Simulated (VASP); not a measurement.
A run of VASP 6.6.1:

File INCAR:

```
SYSTEM = Ti
  ALGO = Normal
  EDIFF = 1E-6
  ENCUT = 500
  GGA = PE
  GGA_COMPAT = .FALSE.
  ISIF = 2
  ISMEAR = 0
  LASPH = .TRUE.
  LCHARG = .TRUE.
  LELF = .TRUE.
  LREAL = .FALSE.
  LVHAR = .TRUE.
  LWAVE = .FALSE.
  NBANDS = 25
  NELM = 120
  PREC = Accurate
  SIGMA = 0.15
```

File KPOINTS:

```
k-points
0
G
  12 12 14
  0 0 0
```

The input POSCAR:

```
Ti
1.0
    4.6555697300      0.0000000000      0.0000000000
   -2.3277848650      4.0318416553      0.0000000000
    0.0000000000      0.0000000000      2.8790519830
Ti
3
Direct
    0.0000000000      0.0000000000      0.0000000000
    0.3333333333      0.6666666667      0.5000000000
    0.6666666667      0.3333333333      0.5000000000
```

Potentials or basis: VASP PAW PBE potentials, release 64 (Ti_sv).

Command:

```bash
$ cat potpaw_PBE.64/Ti_sv/POTCAR > POTCAR
$ mpirun -np 1 vasp_std > vasp.out
```

Hardware: 1 thread of Intel(R) Xeon(R) 6975P-C (Granite Rapids), with other jobs on the host.

Estimate the wall time of this run.

Wall time 75 s on 1 thread of Intel(R) Xeon(R) 6975P-C (Granite Rapids), with other jobs on the host, peak memory 0.28 GiB. Counts: scf iterations 15, k points 152.
